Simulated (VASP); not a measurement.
Zn2C: single point with r2SCAN

Zn2C:

```xyz
3
Lattice="0.0000 2.5779 2.5779 2.5779 0.0000 2.5779 2.5779 2.5779 0.0000" Properties=species:S:1:pos:R:3 pbc="T T T"
C     0.0000    0.0000    0.0000
Zn    1.2890    1.2890    1.2890
Zn    3.8669    3.8669    3.8669
```

```yaml
Program: VASP 6.6.1
Task: single point
Functional: r2SCAN
Potentials_or_basis: VASP PAW PBE potentials, release 64 (C, Zn)
Cutoff: 520 eV
k_mesh: 6 × 6 × 6
Occupations: methfessel-paxton, width 0.2 eV
Spin: no spin polarisation
```

```yaml
Pressure: 0.6 GPa
Band_gap_on_the_k_mesh: 0.12 eV, direct
```

Levels at points of the mesh, in eV from the valence-band top:
```
           k point  band 12  band 13  band 14  band 15  band 16  band 17
(0.00, 0.00, 0.00)     0.00     0.00     0.00     0.12     4.54     4.54
(0.50, 0.00, 0.00)    -7.31    -1.20    -1.20     1.13     5.48     5.48
(0.50, 0.50, 0.00)    -5.50    -3.90    -3.90     1.12     1.89     8.17
```

It took 51 s on 1 thread of AMD EPYC 9R14 (Zen 4), with other jobs on the host, peak memory 0.13 GiB.

Caveat: the PAW data sets were made with another functional, which shifts forces and pressure a little.
